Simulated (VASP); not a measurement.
# GeBi3 (Fm-3m) in VASP: a series of runs

GeBi3 is run at these levels: PBE, RPBE, PBEsol; tasks: single point.

Everything below comes from runs of VASP 6.6.1. Logs are shortened: lines on timing, memory, paths and dates and some standing lists are left out, and cuts for length are marked.

## 1. The cell of the first run

It takes space group Fm-3m (No. 225, cubic). The conventional cell has a = 7.734 Å, b = 7.734 Å, c = 7.734 Å, α = 90.00°, β = 90.00°, γ = 90.00°. Bi (site symmetry m-3m) has 8 Bi at 3.35 Å and 6 Ge at 3.87 Å within 4.4 Å. Bi (site symmetry -43m) has 10 Bi at 3.35 to 3.87 Å and 4 Ge at 3.35 Å within 4.4 Å. Within 4.4 Å of Ge (site symmetry m-3m) lie 14 Bi at 3.35 to 3.87 Å.

## 2. Single point, PBE

Input file INCAR:

```
SYSTEM = GeBi3
PREC = Accurate ; ENCUT = 520
EDIFF = 1E-7 ; ISMEAR = -1
SIGMA = 0.02 ; LREAL = .FALSE.
LASPH = .TRUE. ; NELM = 80
ALGO = Normal ; ISIF = 2
LWAVE = .FALSE. ; LCHARG = .FALSE.
GGA = PE ; NBANDS = 38
```

Input file KPOINTS:

```
Automatic mesh
0
G
  3 3 3
  0 0 0
```

Input file POSCAR:

```
GeBi3
1.0
    0.0000000000      3.8668210000      3.8668210000
    3.8668210000      0.0000000000      3.8668210000
    3.8668210000      3.8668210000      0.0000000000
Bi Ge
3 1
Direct
    0.5000000000      0.5000000000      0.5000000000
    0.7500000000      0.7500000000      0.7500000000
    0.2500000000      0.2500000000      0.2500000000
    0.0000000000      0.0000000000      0.0000000000
```

Potentials or basis: VASP PAW PBE potentials, release 64 (Bi_d, Ge_d).

Launch:

```console
> cat potpaw_PBE.64/Bi_d/POTCAR potpaw_PBE.64/Ge_d/POTCAR > POTCAR
> mpirun -np 1 vasp_std > vasp.out
```

OUTCAR:

```text
SYSTEM = GeBi3
   PREC = Accurate
   ENCUT = 520
   EDIFF = 1E-7
   ISMEAR = -1
   LREAL = .FALSE.
   LASPH = .TRUE.
   NELM = 80
   ISIF = 2
   GGA = PE

 ion  position               nearest neighbor table
   1  0.500  0.500  0.500-   3 3.35   3 3.35   3 3.35   2 3.35   3 3.35   2 3.35   2 3.35   2 3.35

   2  0.750  0.750  0.750-   1 3.35   1 3.35   1 3.35   1 3.35   4 3.35   4 3.35   4 3.35   4 3.35
                             3 3.87   3 3.87   3 3.87   3 3.87   3 3.87   3 3.87
   3  0.250  0.250  0.250-   4 3.35   4 3.35   4 3.35   1 3.35   4 3.35   1 3.35   1 3.35   1 3.35
                             2 3.87   2 3.87   2 3.87   2 3.87   2 3.87   2 3.87
   4  0.000  0.000  0.000-   2 3.35   2 3.35   2 3.35   2 3.35   3 3.35   3 3.35   3 3.35   3 3.35

  LATTYP: Found a face centered cubic cell.
 ALAT       =     7.7336420000

  Lattice vectors:

 A1 = (   0.0000000000,   3.8668210000,   3.8668210000)
 A2 = (   3.8668210000,   0.0000000000,   3.8668210000)
 A3 = (   3.8668210000,   3.8668210000,   0.0000000000)

Analysis of symmetry for initial positions (statically):
=====================================================================
 Subroutine PRICEL returns:
 Original cell was already a primitive cell.

 Routine SETGRP: Setting up the symmetry group for a
 face centered cubic supercell.

 Subroutine GETGRP returns: Found 48 space group operations
 (whereof 48 operations were pure point group operations)
 out of a pool of 48 trial point group operations.

The static configuration has the point symmetry O_h .

Analysis of symmetry for dynamics (positions and initial velocities):
=====================================================================
 Subroutine PRICEL returns:
 Original cell was already a primitive cell.

 Routine SETGRP: Setting up the symmetry group for a
 face centered cubic supercell.

 Subroutine GETGRP returns: Found 48 space group operations
 (whereof 48 operations were pure point group operations)
 out of a pool of 48 trial point group operations.

The dynamic configuration has the point symmetry O_h .

 Subroutine INISYM returns: Found 48 space group operations
 (whereof 48 operations are pure point group operations),
 and found     1 'primitive' translations

----------------------------------------------------------------------------------------

                                     Primitive cell

  volume of cell :     115.6358

  direct lattice vectors                    reciprocal lattice vectors
     0.000000000  3.866821000  3.866821000    -0.129305184  0.129305184  0.129305184
     3.866821000  0.000000000  3.866821000     0.129305184 -0.129305184  0.129305184
     3.866821000  3.866821000  0.000000000     0.129305184  0.129305184 -0.129305184

  length of vectors
     5.468510701  5.468510701  5.468510701     0.223963148  0.223963148  0.223963148

  position of ions in fractional coordinates (direct lattice)
     0.500000000  0.500000000  0.500000000
     0.750000000  0.750000000  0.750000000
     0.250000000  0.250000000  0.250000000
     0.000000000  0.000000000  0.000000000

  ion indices of the primitive-cell ions
   primitive index   ion index
                 1           1
                 2           2
                 3           3
                 4           4

----------------------------------------------------------------------------------------

 KPOINTS: Automatic mesh

Automatic generation of k-mesh.
 Grid dimensions read from file:
 generate k-points for:    3    3    3

 Generating k-lattice:

  Cartesian coordinates                     Fractional coordinates (reciprocal lattice)
    -0.043101728  0.043101728  0.043101728     0.333333333  0.000000000  0.000000000
     0.043101728 -0.043101728  0.043101728     0.000000000  0.333333333  0.000000000
     0.043101728  0.043101728 -0.043101728     0.000000000  0.000000000  0.333333333

  Length of vectors
     0.074654383  0.074654383  0.074654383

  Shift w.r.t. Gamma in fractional coordinates (k-lattice)
     0.000000000  0.000000000  0.000000000

 Subroutine IBZKPT returns following result:
 ===========================================

 Found      4 irreducible k-points:

 Following reciprocal coordinates:
            Coordinates               Weight
  0.000000  0.000000  0.000000      1.000000
  0.333333  0.000000  0.000000      8.000000
  0.333333  0.333333  0.000000      6.000000
 -0.333333  0.333333  0.000000     12.000000
   k-points           NKPTS =      4   k-points in BZ     NKDIM =      4   number of bands    NBANDS=     38
   number of dos      NEDOS =    301   number of ions     NIONS =      4
   total plane-waves  NPLWV =  74088
   dimension x,y,z NGX =    42 NGY =   42 NGZ =   42
   dimension x,y,z NGXF=    84 NGYF=   84 NGZF=   84
   ions per type =               3   1
   NGX,Y,Z   is equivalent  to a cutoff of  12.77, 12.77, 12.77 a.u.
   NGXF,Y,Z  is equivalent  to a cutoff of  25.54, 25.54, 25.54 a.u.
 SYSTEM =  GeBi3
   PREC   = accura    normal or accurate (medium, high low for compatibility)
   ISTART =      0    job   : 0-new  1-cont  2-samecut
   ICHARG =      2    charge: 1-file 2-atom 10-const
   ISPIN  =      1    spin polarized calculation?
   LNONCOLLINEAR =      F non collinear calculations
   LSORBIT =      F    spin-orbit coupling
   LASPH  =      T    aspherical Exc in radial PAW
   ENCUT  =  520.0 eV  38.22 Ry    6.18 a.u.  10.17 10.17 10.17*2*pi/ulx,y,z
   NELM   =     80;   NELMIN=  2; NELMDL= -5     # of ELM steps
   EDIFF  = 0.1E-06   stopping-criterion for ELM
   LREAL  =      F    real-space projection
   EDIFFG = 0.1E-05   stopping-criterion for IOM
   NSW    =      0    number of steps for IOM
   IBRION =     -1    ionic relax: 0-MD 1-quasi-New 2-CG
   NFREE  =      0    steps in history (QN), initial steepest desc. (CG)
   ISIF   =      2    stress and relaxation
   ISYM   =      2    0-nonsym 1-usesym 2-fastsym
   POTIM  = 0.5000    time-step for ionic-motion
   TEBEG  =    0.0;   TEEND  =   0.0 temperature during run
   PSTRESS=    0.0 pullay stress
   NELECT =      59.0000    total number of electrons
   NUPDOWN=      -1.0000    fix difference up-down
   EMIN   =  10.00;   EMAX   =-10.00  energy-range for DOS
   EFERMI =   0.00;   METHOD = LEGACY
   ISMEAR =    -1;   SIGMA  =   0.02  broadening in eV -4-tet -1-fermi 0-gaus
   EFERMI_NEDOS =   21; number of points for ismear=-14 and -15
   IALGO  =     38    algorithm
   IMIX   =      4    mixing-type and parameters
     AMIX     =   0.40;   BMIX     =  1.00
     AMIX_MAG =   1.60;   BMIX_MAG =  1.00
  volume/ion in A,a.u.               =      28.91       195.09
  Fermi-wavevector in a.u.,A,eV,Ry     =   1.308162  2.472067 23.283474  1.711287
  Thomas-Fermi vector in A             =   2.438847
   LORBIT       =      0    0 simple, 1 ext, 2 COOP (PROOUT), +10 PAW based schemes
   GGA     = PE    functional components
   LHFCALC =     F    Hartree Fock is set to
   AEXX    =    0.0000 exact exchange contribution
   IVDW    =     0    specifies the selected vdW correction
   LEPSILON=     F    determine dielectric tensor
   LRPA    =     F    only Hartree local field effects (RPA)
 non-spin polarized calculation
  energy-cutoff  :      520.00
  volume of cell :      115.64
 maximum number of plane-waves:      3136
 NGX is ok and might be reduce to    42
   NGX = 21   NGY = 21   NGZ = 21

 number of electron      58.9999997 magnetization

 Free energy of the ion-electron system (eV)
  ---------------------------------------------------
  ext. energy  EPLUGINS =         0.00000000
  ---------------------------------------------------
  free energy    TOTEN  =       -14.96257428 eV

  energy without entropy =      -14.95347521  energy(sigma->0) =      -14.95802475

 E-fermi :   7.4485     XC(G=0): -10.3291

 val. band max:        7.4218404127   @ k =  -0.3333   0.3333   0.0000
 cond. band min:       7.8373799650   @ k =   0.3333   0.3333   0.0000
 fundamental gap:      0.4155395522
 Fermi energy:         7.4485412878

 k-point     1 :       0.0000    0.0000    0.0000
  band No.  band energies     occupation
      1     -17.4388      2.00000
      2     -17.4388      2.00000
      3     -17.4388      2.00000
      4     -17.4367      2.00000
      5     -17.4367      2.00000
      6     -15.6727      2.00000
      7     -15.6727      2.00000
      8     -15.6727      2.00000
      9     -15.6575      2.00000
     10     -15.6575      2.00000
     11     -15.5450      2.00000
     12     -15.5450      2.00000
     13     -15.5450      2.00000
     14     -15.5210      2.00000
     15     -15.5210      2.00000
     16     -15.4821      2.00000
     17     -15.4821      2.00000
     18     -15.4650      2.00000
     19     -15.4650      2.00000
     20     -15.4650      2.00000
     21      -5.9972      2.00000
     22      -2.3441      2.00000
     23      -1.5416      2.00000
     24       0.9089      2.00000
     25       5.0905      2.00000
     26       5.0905      2.00000
     27       5.0905      2.00000
     28       5.2761      2.00000
     29       5.2761      2.00000
     30       5.2761      2.00000
     31       6.0681      2.00000
     32       6.0681      2.00000
     33       6.0681      2.00000
     34      11.1584      0.00000
     35      11.1584      0.00000
     36      13.0241      0.00000
     37      13.0241      0.00000
     38      13.0241      0.00000

 k-point     2 :       0.3333    0.0000    0.0000
  band No.  band energies     occupation
      1     -17.4388      2.00000
      2     -17.4388      2.00000
      3     -17.4388      2.00000
      4     -17.4366      2.00000
      5     -17.4366      2.00000
      6     -15.6867      2.00000
      7     -15.6867      2.00000
      8     -15.6692      2.00000
      9     -15.6374      2.00000
     10     -15.6374      2.00000
     11     -15.5327      2.00000
     12     -15.5327      2.00000
     13     -15.5220      2.00000
     14     -15.5220      2.00000
     15     -15.5208      2.00000
     16     -15.5017      2.00000
     17     -15.5017      2.00000
     18     -15.4955      2.00000
     19     -15.4611      2.00000
     20     -15.4611      2.00000
     21      -5.2561      2.00000
     22      -3.1842      2.00000
     23      -2.0920      2.00000
     24       0.0511      2.00000
     25       4.1927      2.00000
     26       4.1927      2.00000
     27       4.6046      2.00000
     28       4.9970      2.00000
     29       4.9970      2.00000
     30       7.8387      0.00000
     31       7.8387      0.00000
     32       8.5992      0.00000
     33       8.7448      0.00000
     34      10.1486      0.00000
     35      11.3316      0.00000
     36      11.3316      0.00000
     37      13.6392      0.00000
     38      13.6392      0.00000

 k-point     3 :       0.3333    0.3333    0.0000
  band No.  band energies     occupation
      1     -17.4389      2.00000
      2     -17.4389      2.00000
      3     -17.4387      2.00000
      4     -17.4366      2.00000
      5     -17.4365      2.00000
      6     -15.6936      2.00000
      7     -15.6936      2.00000
      8     -15.6538      2.00000
      9     -15.6400      2.00000
     10     -15.6298      2.00000
     11     -15.5475      2.00000
     12     -15.5396      2.00000
     13     -15.5246      2.00000
     14     -15.5246      2.00000
     15     -15.5179      2.00000
     16     -15.5102      2.00000
     17     -15.4906      2.00000
     18     -15.4827      2.00000
     19     -15.4596      2.00000
     20     -15.4596      2.00000
     21      -5.0005      2.00000
     22      -2.8566      2.00000
     23      -2.6763      2.00000
     24      -0.3720      2.00000
     25       2.7492      2.00000
     26       2.7492      2.00000
     27       5.8584      2.00000
     28       7.1528      2.00000
     29       7.1528      2.00000
     30       7.8374      0.00000
     31       7.9822      0.00000
     32       8.9719      0.00000
     33       9.6901      0.00000
     34       9.6901      0.00000
     35      10.4293      0.00000
     36      10.4293      0.00000
     37      12.0632      0.00000
     38      14.8632      0.00000

 k-point     4 :      -0.3333    0.3333    0.0000
  band No.  band energies     occupation
      1     -17.4389      2.00000
      2     -17.4388      2.00000
      3     -17.4388      2.00000
      4     -17.4365      2.00000
      5     -17.4364      2.00000
      6     -15.6936      2.00000
      7     -15.6817      2.00000
      8     -15.6742      2.00000
      9     -15.6303      2.00000
     10     -15.6232      2.00000
     11     -15.5412      2.00000
     12     -15.5398      2.00000
     13     -15.5273      2.00000
     14     -15.5269      2.00000
     15     -15.5195      2.00000
     16     -15.5049      2.00000
     17     -15.5009      2.00000
     18     -15.4872      2.00000
     19     -15.4642      2.00000
     20     -15.4530      2.00000
     21      -4.2070      2.00000
     22      -3.5944      2.00000
     23      -3.0642      2.00000
     24      -0.7549      2.00000
     25       3.0053      2.00000
     26       4.8458      2.00000
     27       4.9298      2.00000
     28       5.0599      2.00000
     29       7.2102      1.99999
     30       7.4218      1.58335
     31       8.1558      0.00000
     32       9.3934      0.00000
     33      10.0735      0.00000
     34      10.9594      0.00000
     35      11.1054      0.00000
     36      11.7186      0.00000
     37      14.3878      0.00000
     38      15.2944      0.00000

------------------------ aborting loop because EDIFF is reached ----------------------------------------

  FORCE on cell =-STRESS in cart. coord.  units (eV):
  Direction    XX          YY          ZZ          XY          YZ          ZX
  --------------------------------------------------------------------------------------
  -------------------------------------------------------------------------------------
  Total       -0.2966033     -0.2966033     -0.2966033     -0.0000000     -0.0000000      0.0000000
  in kB       -4.1095505     -4.1095505     -4.1095505     -0.0000000     -0.0000000      0.0000000
  external PRESSURE =      -4.1095505 kB  Pullay stress =       0.0000000 kB

 VOLUME and BASIS-vectors are now :
 -----------------------------------------------------------------------------
  energy-cutoff  :      520.00
  volume of cell :      115.64
      direct lattice vectors                 reciprocal lattice vectors
     0.000000000  3.866821000  3.866821000    -0.129305184  0.129305184  0.129305184
     3.866821000  0.000000000  3.866821000     0.129305184 -0.129305184  0.129305184
     3.866821000  3.866821000  0.000000000     0.129305184  0.129305184 -0.129305184

 POSITION                                       TOTAL-FORCE (eV/Angst)
 -----------------------------------------------------------------------------------
      3.86682      3.86682      3.86682        -0.000000     -0.000000     -0.000000
      5.80023      5.80023      5.80023        -0.000000      0.000000     -0.000000
      1.93341      1.93341      1.93341         0.000000      0.000000      0.000000
      0.00000      0.00000      0.00000        -0.000000     -0.000000     -0.000000
 -----------------------------------------------------------------------------------
    total drift:                               -0.000000     -0.000000      0.000000

  FREE ENERGIE OF THE ION-ELECTRON SYSTEM (eV)
  ---------------------------------------------------
  free  energy   TOTEN  =       -14.9625742823 eV

  energy  without entropy=      -14.9534752081  energy(sigma->0) =      -14.95802475
```

Run time: 14 s. Hardware: 1 thread of Intel Xeon Platinum 8559C (Emerald Rapids), shared host; peak memory 0.24 GiB.

What came out:

| Quantity | Value |
| --- | --- |
| Free energy | -14.9626 eV |
| Pressure | -0.4 GPa |
| Band gap on the k mesh | zero (an odd number of electrons rules out a gap without spin polarisation) |

Caveat: the k points lie up to 0.47 Å⁻¹ apart, too coarse for converged energies and pressures of a metal; spin-orbit coupling is left out, which moves the levels of the heavy elements.

(Part 1 of 2 ends here.)

The gap in the log of VASP goes by the Fermi energy; the results here count the filled bands.